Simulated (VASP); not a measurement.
KBr, 2 atoms in the cell. Symmetry: P4/mmm, No. 123, tetragonal system. Conventional cell: a = 3.976 Å, b = 3.976 Å, c = 3.828 Å, α = 90.00°, β = 90.00°, γ = 90.00°. K (site symmetry 4/mmm) has 8 Br at 3.40 Å and 6 K at 3.83 to 3.98 Å within 4.5 Å. Br (site symmetry 4/mmm) has 8 K at 3.40 Å and 6 Br at 3.83 to 3.98 Å within 4.5 Å.  This cell differs from its parent crystal: uniaxial y strain -3.7%.

* Program: VASP 6.6.1
* Task: single point
* Functional: PBE
* Potentials or basis: VASP PAW PBE potentials, release 64 (K_sv, Br)
* Cutoff: 520 eV
* k mesh: 6 × 6 × 6
* Occupations: fermi-dirac, width 0.02 eV
* Spin: no spin polarisation
* Dipole correction: no
* Further INCAR settings: ALGO = Normal; EDIFF = 1e-06; NBANDS = 15

Potentials or basis: VASP PAW PBE potentials, release 64 (K_sv, Br).

Command:

```sh
$ cat potpaw_PBE.64/K_sv/POTCAR potpaw_PBE.64/Br/POTCAR > POTCAR
$ mpirun -np 1 vasp_std > vasp.out
```

Hardware: 1 thread of Intel(R) Xeon(R) Platinum 8488C (Sapphire Rapids), with other jobs on the host.

Question: How long does it take, and how much memory?

Answer: It took 30 s on 1 thread of Intel(R) Xeon(R) Platinum 8488C (Sapphire Rapids), on a shared host, peak memory 0.17 GiB. Counts: scf iterations 12, k points 40.
